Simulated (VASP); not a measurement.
A run of VASP 6.6.1 is set up as follows.

File INCAR:

```
PREC = Accurate ; ENCUT = 500
EDIFF = 1E-6 ; ISMEAR = 0
SIGMA = 0.25 ; LREAL = F
LASPH = T ; NELM = 120
ALGO = Normal ; ISIF = 2
LWAVE = F ; LCHARG = F
GGA = PS ; NBANDS = 28
GGA_COMPAT = F
```

The input KPOINTS:

```
Automatic mesh
0
Gamma
  4 4 4
  0.5 0.5 0.5
```

Contents of POSCAR:

```
ScPd3
1.0
    3.9820000000      0.0000000000      0.0000000000
    0.0000000000      3.9820000000      0.0000000000
    0.0000000000      0.0000000000      3.9820000000
Sc Pd
1 3
Direct
    0.0000000000      0.0000000000      0.0000000000
    0.0000000000      0.5000000000      0.5000000000
    0.5000000000      0.0000000000      0.5000000000
    0.5000000000      0.5000000000      0.0000000000
```

Potentials or basis: VASP PAW PBE potentials, release 64 (Sc_sv, Pd).

The run is started by

```sh
$ cat potpaw_PBE.64/Sc_sv/POTCAR potpaw_PBE.64/Pd/POTCAR > POTCAR
$ mpirun -np 1 vasp_std > vasp.out
```

Q: Estimate the pressure.

A: -4.8 GPa.

Caveat: the k points lie up to 0.39 Å⁻¹ apart; the PAW data sets were made with another functional, which shifts forces and pressure a little.
